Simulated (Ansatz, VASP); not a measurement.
**Ag in VASP and in Ansatz**

```
CELL_PARAMETERS angstrom
2.69560 0.00000 0.00000
-1.34780 2.33446 0.00000
0.00000 0.00000 4.40680
ATOMIC_POSITIONS crystal
Ag 0.33333 0.66667 0.25000
Ag 0.66667 0.33333 0.75000
```

Change from the starting cell: strain -0.080 along x and y, -0.080 along z, atoms carried along.

Alike in both runs: task single point; functional PBEsol; k mesh 18 × 18 × 10; occupations gaussian, width 0.15 eV; no spin polarisation.

|  | VASP | Ansatz |
| --- | --- | --- |
| version | VASP 6.6.1 | Ansatz 0.2.0 |
| potentials or method | VASP PAW PBE potentials, release 64 (Ag), cutoff 520 eV | scalar-relativistic, plane waves, PAW |
| valence electrons in the cell | 22 | 38 |

```tsv
	VASP	Ansatz	Ansatz less VASP
gap on the k mesh at the Fermi level (eV)	none	none	-
pressure (GPa)	36.3	36.9	+0.60
traceless stress, the component that is largest in VASP (GPa)	0.09	0.09	+0.005
```

VASP's potentials were made for PBE, not for PBEsol. A gap of «none» marks a metal or a gap that the smearing closes. Both programs put the cell under a high pressure, so it lies far from rest at this level. VASP's potentials hold 22 valence electrons a cell and Ansatz's 38, so a difference there can come from the potentials and not from the codes.
